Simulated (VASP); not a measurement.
**TePb: single point with PBE**

The system is TePb.

```xyz
2
Lattice="-0.0245 3.2678 3.2678 3.2678 -0.0245 3.2678 3.2433 3.2433 0.0000" Properties=species:S:1:pos:R:3 pbc="T T T"
Pb    0.0000    0.0000    0.0000
Te    3.2433    3.2433    3.2678
```

This cell differs from its parent crystal: shear xy strain -1.5%.

```
Program                : VASP 6.6.1
Task                   : single point
Functional             : PBE
Potentials or basis    : VASP PAW PBE potentials, release 64 (Pb_d, Te)
Cutoff                 : 520 eV
k mesh                 : 4 × 4 × 4
Occupations            : gaussian, width 0.01 eV
Spin                   : no spin polarisation
Dipole correction      : no
Further INCAR settings : ALGO = Normal; EDIFF = 1e-06; NBANDS = 17
```

```json
{
  "Pressure": "0.6 GPa",
  "Band gap on the k mesh": "0.73 eV, indirect (least direct gap 0.80 eV)"
}
```

Stress tensor (GPa, compression positive):
```
0.56 0.23 0.00
0.23 0.56 0.00
0.00 0.00 0.56
```

Levels at points of the mesh, in eV from the valence-band top:
| k point | band 7 | band 8 | band 9 | band 10 | band 11 | band 12 | band 13 | band 14 |
| --- | --- | --- | --- | --- | --- | --- | --- | --- |
| (0.00, 0.00, 0.00) | -5.71 | -1.30 | -1.24 | -1.18 | 3.99 | 4.01 | 4.03 | 5.76 |
| (0.50, 0.00, 0.00) | -8.46 | -0.80 | -0.77 | 0.00 | 0.80 | 1.34 | 1.38 | 8.30 |
| (0.50, 0.50, 0.00) | -7.27 | -4.26 | -2.70 | -2.56 | 3.41 | 5.30 | 5.35 | 6.49 |
| (0.00, 0.00, 0.50) | -8.42 | -0.84 | -0.81 | -0.06 | 0.73 | 1.28 | 1.32 | 8.34 |
| (0.50, 0.00, 0.50) | -7.27 | -4.26 | -2.63 | -2.63 | 3.41 | 5.32 | 5.33 | 6.49 |

It took 10 s on 1 thread of Intel(R) Xeon(R) 6975P-C (Granite Rapids), on a shared host, peak memory 0.2 GiB.

Caveat: the cell differs from its parent crystal (shear xy strain -1.5%); spin-orbit coupling is left out, which moves the levels of the heavy elements. A k mesh can miss the band edges.
